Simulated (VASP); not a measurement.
# TiInS3 (P6/mmm) in VASP: a series of runs

The runs below take TiInS3 through single point, with PBE.

All numbers are computed with VASP 6.6.1; they aren't measurements. Logs are shortened: lines on timing, memory, paths and dates and some standing lists are left out, and cuts for length are marked.

### Step 1. The cell of the first run

Symmetry: P6/mmm, No. 191, hexagonal system. Conventional cell: a = 5.454 Å, b = 5.454 Å, c = 5.217 Å, α = 90.00°, β = 90.00°, γ = 120.00°. Ti (site symmetry 6/mmm) has 2 In at 2.61 Å within 3.4 Å. In (site symmetry 6/mmm) has 2 Ti at 2.61 Å and 6 S at 2.73 Å within 3.4 Å. S (site symmetry mmm) has 4 S at 2.73 Å and 2 In at 2.73 Å within 3.6 Å.

### Step 2. Single point, PBE, collinear spin, ferromagnetic start

INCAR

```
SYSTEM = TiInS3
  ALGO = Normal
  EDIFF = 1E-6
  ENCUT = 520
  GGA = PE
  ISIF = 2
  ISMEAR = 0
  ISPIN = 2
  LASPH = .TRUE.
  LCHARG = .FALSE.
  LMAXMIX = 4
  LORBIT = 11
  LREAL = .FALSE.
  LWAVE = .FALSE.
  MAGMOM = 1 0 0 0 0
  NBANDS = 34
  NELM = 150
  PREC = Accurate
  SIGMA = 0.1
```

KPOINTS

```
k-points
0
G
  6 6 4
  0 0 0
```

POSCAR

```
TiInS3
1.0
    5.4542535700      0.0000000000      0.0000000000
   -2.7271267900      4.7235221500      0.0000000000
    0.0000000000      0.0000000000      5.2173886900
Ti In S
1 1 3
Direct
    0.0000000000      0.0000000000      0.5000000000
    0.0000000000      0.0000000000      0.0000000000
    0.5000000000      0.0000000000      0.0000000000
    0.0000000000      0.5000000000      0.0000000000
    0.5000000000      0.5000000000      0.0000000000
```

Potentials or basis: VASP PAW PBE potentials, release 64 (Ti_sv, In_d, S).

The run is started by

```bash
$ cat potpaw_PBE.64/Ti_sv/POTCAR potpaw_PBE.64/In_d/POTCAR potpaw_PBE.64/S/POTCAR > POTCAR
$ mpirun -np 1 vasp_std > vasp.out
```

OUTCAR:

```text
SYSTEM = TiInS3
   EDIFF = 1E-6
   ENCUT = 520
   GGA = PE
   ISIF = 2
   ISMEAR = 0
   ISPIN = 2
   LASPH = .TRUE.
   LORBIT = 11
   LREAL = .FALSE.
   NELM = 150
   PREC = Accurate

 ion  position               nearest neighbor table
   1  0.000  0.000  0.500-   2 2.61   2 2.61
   2  0.000  0.000  0.000-   1 2.61   1 2.61   5 2.73   5 2.73   3 2.73   3 2.73   4 2.73   4 2.73

   3  0.500  0.000  0.000-   4 2.73   4 2.73   2 2.73   2 2.73   5 2.73   5 2.73
   4  0.000  0.500  0.000-   3 2.73   3 2.73   5 2.73   5 2.73   2 2.73   2 2.73
   5  0.500  0.500  0.000-   2 2.73   2 2.73   4 2.73   4 2.73   3 2.73   3 2.73

  LATTYP: Found a hexagonal cell.
 ALAT       =     5.4542535700
 C/A-ratio  =     0.9565724481

  Lattice vectors:

 A1 = (   5.4542535700,   0.0000000000,   0.0000000000)
 A2 = (  -2.7271267900,   4.7235221500,   0.0000000000)
 A3 = (   0.0000000000,   0.0000000000,   5.2173886900)

Analysis of symmetry for initial positions (statically):
=====================================================================
 Subroutine PRICEL returns:
 Original cell was already a primitive cell.

 Routine SETGRP: Setting up the symmetry group for a
 hexagonal supercell.

 Subroutine GETGRP returns: Found 24 space group operations
 (whereof 24 operations were pure point group operations)
 out of a pool of 24 trial point group operations.

The static configuration has the point symmetry D_6h.

Analysis of symmetry for dynamics (positions and initial velocities):
=====================================================================
 Subroutine PRICEL returns:
 Original cell was already a primitive cell.

 Routine SETGRP: Setting up the symmetry group for a
 hexagonal supercell.

 Subroutine GETGRP returns: Found 24 space group operations
 (whereof 24 operations were pure point group operations)
 out of a pool of 24 trial point group operations.

The dynamic configuration has the point symmetry D_6h.

Analysis of structural, dynamic, and magnetic symmetry:
=====================================================================
 Subroutine PRICEL returns:
 Original cell was already a primitive cell.

 Routine SETGRP: Setting up the symmetry group for a
 hexagonal supercell.

 Subroutine GETGRP returns: Found 24 space group operations
 (whereof 24 operations were pure point group operations)
 out of a pool of 24 trial point group operations.

The overall configuration has the point symmetry D_6h.

 Subroutine INISYM returns: Found 24 space group operations
 (whereof 24 operations are pure point group operations),
 and found     1 'primitive' translations

----------------------------------------------------------------------------------------

                                     Primitive cell

  volume of cell :     134.4171

  direct lattice vectors                    reciprocal lattice vectors
     5.454253570  0.000000000  0.000000000     0.183343144  0.105853214  0.000000000
    -2.727126790  4.723522150  0.000000000     0.000000000  0.211706428  0.000000000
     0.000000000  0.000000000  5.217388690     0.000000000  0.000000000  0.191666763

  length of vectors
     5.454253570  5.454253572  5.217388690     0.211706428  0.211706428  0.191666763

  position of ions in fractional coordinates (direct lattice)
     0.000000000  0.000000000  0.500000000
     0.000000000  0.000000000  0.000000000
     0.500000000  0.000000000  0.000000000
     0.000000000  0.500000000  0.000000000
     0.500000000  0.500000000  0.000000000

  ion indices of the primitive-cell ions
   primitive index   ion index
                 1           1
                 2           2
                 3           3
                 4           4
                 5           5

----------------------------------------------------------------------------------------

 KPOINTS: k-points

Automatic generation of k-mesh.
 Grid dimensions read from file:
 generate k-points for:    6    6    4

 Generating k-lattice:

  Cartesian coordinates                     Fractional coordinates (reciprocal lattice)
     0.030557191  0.017642202  0.000000000     0.166666667  0.000000000  0.000000000
     0.000000000  0.035284405  0.000000000     0.000000000  0.166666667  0.000000000
     0.000000000  0.000000000  0.047916691     0.000000000  0.000000000  0.250000000

  Length of vectors
     0.035284405  0.035284405  0.047916691

  Shift w.r.t. Gamma in fractional coordinates (k-lattice)
     0.000000000  0.000000000  0.000000000

 Subroutine IBZKPT returns following result:
 ===========================================

 Found     21 irreducible k-points:

 Following reciprocal coordinates:
            Coordinates               Weight
  0.000000  0.000000  0.000000      1.000000
  0.166667  0.000000  0.000000      6.000000
  0.333333 -0.000000  0.000000      6.000000
  0.500000  0.000000  0.000000      3.000000
  0.166667  0.166667  0.000000      6.000000
  0.333333  0.166667  0.000000     12.000000
[... 13 lines left out ...]
  0.333333  0.166667  0.500000     12.000000
  0.333333  0.333333  0.500000      2.000000
   k-points           NKPTS =     21   k-points in BZ     NKDIM =     21   number of bands    NBANDS=     34
   number of dos      NEDOS =    301   number of ions     NIONS =      5
   total plane-waves  NPLWV =  70560
   dimension x,y,z NGX =    42 NGY =   42 NGZ =   40
   dimension x,y,z NGXF=    84 NGYF=   84 NGZF=   80
   ions per type =               1   1   3
   NGX,Y,Z   is equivalent  to a cutoff of  12.80, 12.80, 12.75 a.u.
   NGXF,Y,Z  is equivalent  to a cutoff of  25.60, 25.60, 25.49 a.u.
 SYSTEM =  TiInS3
   PREC   = accura    normal or accurate (medium, high low for compatibility)
   ISTART =      0    job   : 0-new  1-cont  2-samecut
   ICHARG =      2    charge: 1-file 2-atom 10-const
   ISPIN  =      2    spin polarized calculation?
   LNONCOLLINEAR =      F non collinear calculations
   LSORBIT =      F    spin-orbit coupling
   LASPH  =      T    aspherical Exc in radial PAW
   ENCUT  =  520.0 eV  38.22 Ry    6.18 a.u.  10.14 10.14  9.70*2*pi/ulx,y,z
   NELM   =    150;   NELMIN=  2; NELMDL= -5     # of ELM steps
   EDIFF  = 0.1E-05   stopping-criterion for ELM
   LREAL  =      F    real-space projection
   EDIFFG = 0.1E-04   stopping-criterion for IOM
   NSW    =      0    number of steps for IOM
   IBRION =     -1    ionic relax: 0-MD 1-quasi-New 2-CG
   NFREE  =      0    steps in history (QN), initial steepest desc. (CG)
   ISIF   =      2    stress and relaxation
   ISYM   =      2    0-nonsym 1-usesym 2-fastsym
   POTIM  = 0.5000    time-step for ionic-motion
   TEBEG  =    0.0;   TEEND  =   0.0 temperature during run
   PSTRESS=    0.0 pullay stress
   NELECT =      43.0000    total number of electrons
   NUPDOWN=      -1.0000    fix difference up-down
   EMIN   =  10.00;   EMAX   =-10.00  energy-range for DOS
   EFERMI =   0.00;   METHOD = LEGACY
   ISMEAR =     0;   SIGMA  =   0.10  broadening in eV -4-tet -1-fermi 0-gaus
   EFERMI_NEDOS =   21; number of points for ismear=-14 and -15
   IALGO  =     38    algorithm
   IMIX   =      4    mixing-type and parameters
     AMIX     =   0.40;   BMIX     =  1.00
     AMIX_MAG =   1.60;   BMIX_MAG =  1.00
  volume/ion in A,a.u.               =      26.88       181.42
  Fermi-wavevector in a.u.,A,eV,Ry     =   1.119643  2.115818 17.056263  1.253600
  Thomas-Fermi vector in A             =   2.256283
   LORBIT       =     11    0 simple, 1 ext, 2 COOP (PROOUT), +10 PAW based schemes
   GGA     = PE    functional components
   LHFCALC =     F    Hartree Fock is set to
   AEXX    =    0.0000 exact exchange contribution
   IVDW    =     0    specifies the selected vdW correction
   LEPSILON=     F    determine dielectric tensor
   LRPA    =     F    only Hartree local field effects (RPA)
 spin polarized calculation
 Gauss-broadening in eV      SIGMA  =   0.10
  energy-cutoff  :      520.00
  volume of cell :      134.42
 maximum number of plane-waves:      3660
 NGX is ok and might be reduce to    42
   NGX = 21   NGY = 21   NGZ = 19

 number of electron      43.0000009 magnetization      -0.3466788

 number of electron      43.0000009 magnetization       0.2039903

 Free energy of the ion-electron system (eV)
  ---------------------------------------------------
  ext. energy  EPLUGINS =         0.00000000
  ---------------------------------------------------
  free energy    TOTEN  =       -17.15200873 eV

  energy without entropy =      -17.09208000  energy(sigma->0) =      -17.12204436

 E-fermi :   4.1329     XC(G=0):  -8.6070

 val. band max:        4.1276266557   @ k =   0.1667   0.0000   0.5000
 cond. band min:       4.1383790145   @ k =   0.3333   0.1667   0.2500
 fundamental gap:      0.0107523587
 Fermi energy:         4.1328871410

 spin component 1

 k-point     1 :       0.0000    0.0000    0.0000
  band No.  band energies     occupation
      1     -53.6499      1.00000
      2     -30.0397      1.00000
      3     -30.0397      1.00000
      4     -29.8017      1.00000
      5     -11.0204      1.00000
      6     -10.4089      1.00000
[... 745 lines left out ...]
     32       9.4202      0.00000
     33      11.1403      0.00000
 Fermi energy:         4.1328871410

 spin component 2

 k-point     1 :       0.0000    0.0000    0.0000
  band No.  band energies     occupation
      1     -53.5403      1.00000
      2     -30.1161      1.00000
      3     -30.1161      1.00000
      4     -29.3136      1.00000
      5     -11.0175      1.00000
      6     -10.4074      1.00000
[... 745 lines left out ...]
     32       9.5158      0.00000
     33      11.1342      0.00000
 [bands above 33 left out]

------------------------ aborting loop because EDIFF is reached ----------------------------------------

  FORCE on cell =-STRESS in cart. coord.  units (eV):
  Direction    XX          YY          ZZ          XY          YZ          ZX
  --------------------------------------------------------------------------------------
  -------------------------------------------------------------------------------------
  Total        2.4235435      2.4235435      2.5762722     -0.0000000      0.0000000     -0.0000000
  in kB       28.8872988     28.8872988     30.7077397     -0.0000000      0.0000000     -0.0000000
  external PRESSURE =      29.4941124 kB  Pullay stress =       0.0000000 kB

 VOLUME and BASIS-vectors are now :
 -----------------------------------------------------------------------------
  energy-cutoff  :      520.00
  volume of cell :      134.42
      direct lattice vectors                 reciprocal lattice vectors
     5.454253570  0.000000000  0.000000000     0.183343144  0.105853214  0.000000000
    -2.727126790  4.723522150  0.000000000     0.000000000  0.211706428  0.000000000
     0.000000000  0.000000000  5.217388690     0.000000000  0.000000000  0.191666763

 POSITION                                       TOTAL-FORCE (eV/Angst)
 -----------------------------------------------------------------------------------
      0.00000      0.00000      2.60869        -0.000000      0.000000      0.000000
      0.00000      0.00000      0.00000        -0.000000      0.000000      0.000000
      2.72713      0.00000      0.00000         0.000000      0.000000      0.000000
     -1.36356      2.36176      0.00000        -0.000000      0.000000      0.000000
      1.36356      2.36176      0.00000        -0.000000      0.000000      0.000000
 -----------------------------------------------------------------------------------
    total drift:                                0.000000     -0.000000     -0.000000

  FREE ENERGIE OF THE ION-ELECTRON SYSTEM (eV)
  ---------------------------------------------------
  free  energy   TOTEN  =       -17.1520087288 eV

  energy  without entropy=      -17.0920799973  energy(sigma->0) =      -17.12204436

 total charge

# of ion       s       p       d       tot
------------------------------------------
    1        2.145   5.985   2.004  10.135
    2        0.949   0.709   9.924  11.582
    3        1.417   2.144   0.000   3.561
    4        1.417   2.144   0.000   3.561
    5        1.417   2.144   0.000   3.561
--------------------------------------------------
tot          7.346  13.126  11.928  32.401

 magnetization (x)

# of ion       s       p       d       tot
------------------------------------------
    1        0.008   0.003   0.116   0.127
    2       -0.004   0.022   0.006   0.024
    3        0.001   0.004   0.000   0.004
    4        0.001   0.004   0.000   0.004
    5        0.001   0.004   0.000   0.004
--------------------------------------------------
tot          0.006   0.036   0.121   0.163
```

Wall time 6.4 min (1 thread of Intel Xeon Platinum 8488C (Sapphire Rapids), shared host); peak memory 0.39 GiB.

Results:

| Property | Result |
| --- | --- |
| Free energy | -17.1520 eV |
| Pressure | 2.9 GPa |
| Net moment | 0.20 μB per cell |
| Site moments | Ti +0.13; In +0.02; S +0.00 μB |
| Valence electrons inside the program's atomic spheres | Ti 10.13; In 11.58; S 3.56 |

Stress tensor (GPa, compression positive):
```
2.89 0.00 0.00
0.00 2.89 0.00
0.00 0.00 3.07
```

Caveat: spin-orbit coupling is left out, which moves the levels of the heavy elements.

### Step 3. Single point, PBE, collinear spin, ferromagnetic start

This run uses another cell than the first one, of 29.17 Å³/atom, 1.085 times its volume.

INCAR

```
PREC = Accurate
ENCUT = 520
EDIFF = 1E-6
ISMEAR = 0
SIGMA = 0.1
LREAL = F
LASPH = T
NELM = 150
ALGO = Normal
ISIF = 2
LWAVE = F
LCHARG = F
ISPIN = 2
MAGMOM = 1 0 0 0 0
LORBIT = 11
LMAXMIX = 4
GGA = PE
NBANDS = 34
```

KPOINTS

```
Automatic mesh
0
Gamma
  6 6 4
```

Edit POSCAR of step 2 so:

```diff
@@ -2,5 +2,5 @@
 1.0
-    5.4542535700      0.0000000000      0.0000000000
-   -2.7271267900      4.7235221500      0.0000000000
-    0.0000000000      0.0000000000      5.2173886900
+    5.5555451271      0.0000000029      0.0000000000
+   -2.7777725661      4.8112432105      0.0000000000
+    0.0000000000      0.0000000000      5.4559642571
 Ti In S
```

Potentials or basis: VASP PAW PBE potentials, release 64 (Ti_sv, In_d, S).

The run is started by

```bash
$ cat potpaw_PBE.64/Ti_sv/POTCAR potpaw_PBE.64/In_d/POTCAR potpaw_PBE.64/S/POTCAR > POTCAR
$ mpirun -np 1 vasp_std > vasp.out
```

Wall time 4.4 min (1 thread of Intel Xeon Platinum 8488C (Sapphire Rapids), shared host); peak memory 0.42 GiB.

The run converged. Its results:

```
Free energy                                           : -17.1937 eV
Pressure                                              : -0.6 GPa
Net moment                                            : 0.00 μB per cell
Valence electrons inside the program's atomic spheres : Ti 10.07; In 11.48; S 3.55
```

Stress tensor (GPa, compression positive):
```
-0.12  0.00  0.00
 0.00 -0.12  0.00
 0.00  0.00 -1.62
```

Levels at points of the mesh, in eV from the Fermi level:
Spin up:
```csv
k point,band 19,band 20,band 21,band 22,band 23,band 24
"(0.00, 0.00, 0.00)",-1.08,-0.34,0.02,0.02,0.09,0.09
"(0.50, 0.00, 0.00)",-1.84,-1.31,-0.44,-0.06,0.18,0.38
"(0.00, 0.00, 0.50)",-1.40,-0.97,0.24,0.24,0.31,0.31
"(0.50, 0.00, 0.50)",-1.83,-1.39,-1.21,-0.16,0.09,0.13
```
Spin down:
```tsv
k point	band 17	band 18	band 19	band 20	band 21	band 22	band 23	band 24	band 25	band 26
(0.00, 0.00, 0.00)	-3.89	-1.08	-1.08	-0.34	0.02	0.02	0.09	0.09	0.55	2.03
(0.50, 0.00, 0.00)	-2.48	-1.97	-1.84	-1.31	-0.44	-0.06	0.18	0.38	0.45	0.59
(0.00, 0.00, 0.50)	-3.66	-1.40	-1.40	-0.97	0.24	0.24	0.30	0.30	0.56	0.82
(0.50, 0.00, 0.50)	-3.21	-1.92	-1.83	-1.39	-1.21	-0.16	0.09	0.13	0.29	0.69
```

Caveat: spin-orbit coupling is left out, which moves the levels of the heavy elements.
